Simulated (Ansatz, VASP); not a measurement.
**C: VASP beside Ansatz**

```xyz
2
Lattice="0.0000 1.7961 1.7961 1.7961 0.0000 1.7961 1.7961 1.7961 0.0000" Properties=species:S:1:pos:R:3 pbc="T T T"
C     0.0000    0.0000    0.0000
C     0.8980    0.8980    0.8980
```

Alike in both runs: task single point; functional PBE; dispersion D3(BJ); k mesh 12 × 12 × 12; occupations gaussian, width 0.02 eV; no spin polarisation.

|  | VASP | Ansatz |
| --- | --- | --- |
| version | VASP 6.6.1 | Ansatz 0.2.0 |
| potentials or method | VASP PAW PBE potentials, release 64 (C), cutoff 600 eV | scalar-relativistic, plane waves, PAW |
| valence electrons in the cell | 8 | 8 |

|  | VASP | Ansatz | Ansatz less VASP |
| --- | --- | --- | --- |
| gap on the k mesh at the Fermi level (eV) | 4.11 | 4.12 | +0.011 |
| least direct gap on the mesh (eV) | 5.53 | 5.54 | +0.007 |
| pressure (GPa) | -12.4 | -12.4 | +0.05 |
